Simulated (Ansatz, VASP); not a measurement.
## Two plane-wave programs on ZnRh3

Contents of INCAR:

```
SYSTEM = ZnRh3
PREC = Accurate ; ENCUT = 620
EDIFF = 1E-6 ; ISMEAR = -1
SIGMA = 0.1 ; LREAL = .False.
LASPH = .True. ; NELM = 120
ALGO = Normal ; ISIF = 2
LWAVE = .False. ; LCHARG = .False.
NBANDS = 40 ; GGA_COMPAT = .False.
```

KPOINTS

```
Automatic mesh
0
Gamma
  4 4 4
  0 0 0
```

The input POSCAR:

```
ZnRh3
1.0
   -1.8981420000      1.8981420000      3.7881810000
    1.8981420000     -1.8981420000      3.7881810000
    1.8981420000      1.8981420000     -3.7881810000
Zn Rh
1 3
Direct
    0.0000000000      0.0000000000      0.0000000000
    0.7500000000      0.2500000000      0.5000000000
    0.2500000000      0.7500000000      0.5000000000
    0.5000000000      0.5000000000      0.0000000000
```

Input for Ansatz:

```yaml
crystal:
  lattice:
    - [-1.898142, 1.898142, 3.788181]
    - [1.898142, -1.898142, 3.788181]
    - [1.898142, 1.898142, -3.788181]
  atoms:
    - { symbol: Zn, position: [0.0, 0.0, 0.0] }
    - { symbol: Rh, position: [0.75, 0.25, 0.5] }
    - { symbol: Rh, position: [0.25, 0.75, 0.5] }
    - { symbol: Rh, position: [0.5, 0.5, 0.0] }
kpoints:
  mp_grid:
    grid: [4, 4, 4]
hamiltonian:
  xc: lda
  pseudopotentials:
    kind: paw
scf:
  occupations:
    method: fermi_dirac
output:
  stress: true
```

Alike in both runs: task single point; functional LDA; k mesh 4 × 4 × 4; no spin polarisation.

```csv
,VASP,Ansatz
version,VASP 6.6.1,Ansatz 0.2.0
potentials or method,"VASP PAW LDA potentials, release 64 (Zn, Rh_sv_GW)","plane waves, PAW"
plane-wave cutoff (eV),620,420
occupations,"fermi-dirac, width 0.1 eV",fermi-dirac
valence electrons in the cell,63,63
```

|  | VASP | Ansatz | Ansatz less VASP |
| --- | --- | --- | --- |
| pressure (GPa) | -9.0 | -9.6 | -0.57 |
| traceless stress, the component that is largest in VASP (GPa) | 0.32 | 0.32 | +0.005 |

LDA's correlation is that of Perdew and Zunger in VASP and of Perdew and Wang (1992) in Ansatz.

The k mesh is coarse, so the values compare programs but aren't converged.
